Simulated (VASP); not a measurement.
A run of VASP 6.6.1 is set up as follows.

Contents of INCAR:

```
SYSTEM = TiC
ALGO     = Normal         ! electronic algorithm
EDIFF    = 1E-8           ! SCF threshold, eV
ENCUT    = 520            ! plane-wave cutoff, eV
GGA      = PS             ! functional
IBRION   = 8              ! ionic algorithm
ISIF     = 2              ! what is computed and relaxed
ISMEAR   = -1             ! smearing method
LASPH    = .TRUE.         ! aspherical terms in the spheres
LCHARG   = .FALSE.        ! write CHGCAR
LREAL    = .FALSE.        ! projectors in reciprocal space
LWAVE    = .FALSE.        ! write WAVECAR
NELM     = 80             ! most SCF steps
NSW      = 1              ! ionic steps
PREC     = Accurate       ! precision mode
SIGMA    = 0.15           ! smearing width, eV
```

The input KPOINTS:

```
k-points
0
G
  12 12 12
  0 0 0
```

Contents of POSCAR:

```
TiC
1.0
    0.0000000000      2.1452000000      2.1452000000
    2.1452000000      0.0000000000      2.1452000000
    2.1452000000      2.1452000000      0.0000000000
Ti C
1 1
Direct
    0.0000000000      0.0000000000      0.0000000000
    0.5000000000      0.5000000000      0.5000000000
```

Potentials or basis: VASP PAW PBE potentials, release 64 (Ti_sv, C).

Run with:

```sh
$ cat potpaw_PBE.64/Ti_sv/POTCAR potpaw_PBE.64/C/POTCAR > POTCAR
$ mpirun -np 1 vasp_std > vasp.out
```

Task: Estimate the highest phonon frequency at Γ, LO-TO splitting left out.

Result: 544 cm⁻¹.

Phonon frequencies in cm⁻¹ (negative: imaginary):
```tsv
q point	frequencies
(0.000, 0.000, 0.000)	0 0 0 544 544 544
```
